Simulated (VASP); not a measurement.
Runs of VASP 6.6.1 on PbO2. The structure is tetragonal, space group P4_2/mnm (No. 136). The conventional cell has a = 4.958 Å, b = 4.958 Å, c = 3.388 Å, α = 90.00°, β = 90.00°, γ = 90.00°. Pb (site symmetry mmm) has 6 O at 2.15 to 2.17 Å within 2.8 Å. O (site symmetry m2m) has 3 Pb at 2.15 to 2.17 Å and 1 O at 2.71 Å within 2.8 Å. 

| task | level | gap on the mesh (eV) | pressure (GPa) | largest force (eV/Å) |
| --- | --- | --- | --- | --- |
| electric field gradients | r2SCAN | 0.14 | 3.4 | 0.01 |
| electric field gradients | PBE | 0.13 | 9.2 | 0.01 |
| electric field gradients | PBEsol | 0.14 | 3.5 | (a) |
| single point | PBE | 0.13 | 9.2 | 0.01 |

Alike in all rows: potentials or basis VASP PAW PBE potentials, release 64 (Pb_d, O); no spin polarisation; cell as given; k mesh 5 × 5 × 7; cutoff (eV) 520; smearing fermi-dirac 0.02 eV.

Task: Estimate the missing entries.

Result: (a) 0.04.

Caveats: spin-orbit coupling is left out, which moves the levels of the heavy elements; the PAW data sets were made with another functional, which shifts forces and pressure a little (some runs).

A k mesh can miss the band edges, and the runs leave out spin-orbit coupling on Pb.
